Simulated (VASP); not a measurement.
Here is a VASP 6.6.1 calculation.

Contents of INCAR:

```
PREC = Accurate
ENCUT = 500
EDIFF = 1E-6
ISMEAR = 0
SIGMA = 0.1
LREAL = F
LASPH = T
NELM = 120
ALGO = Normal
ISIF = 2
LWAVE = F
LCHARG = F
GGA = PS
NBANDS = 16
GGA_COMPAT = F
```

The input KPOINTS:

```
Automatic mesh
0
Gamma
  12 12 12
```

File POSCAR:

```
CdSe
1.0
    0.0000000000      2.8430916911      2.8430916911
    2.8430916911      0.0000000000      2.8430916911
    2.8430916911      2.8430916911      0.0000000000
Cd Se
1 1
Direct
    0.0000000000      0.0000000000      0.0000000000
    0.5000000000      0.5000000000      0.5000000000
```

Potentials or basis: VASP PAW PBE potentials, release 64 (Cd, Se).

Command:

```bash
$ cat potpaw_PBE.64/Cd/POTCAR potpaw_PBE.64/Se/POTCAR > POTCAR
$ mpirun -np 1 vasp_std > vasp.out
```

Problem. What does it give for the band gap on the k mesh?

Solution. Zero (bands 9 and 10 overlap by 0.53 eV).

Problem. Predict the pressure.

Solution. -1.7 GPa.

Caveat: the cell differs from its parent crystal (strained); semilocal functionals underestimate gaps, so a narrow gap can read as zero; the PAW data sets were made with another functional, which shifts forces and pressure a little.
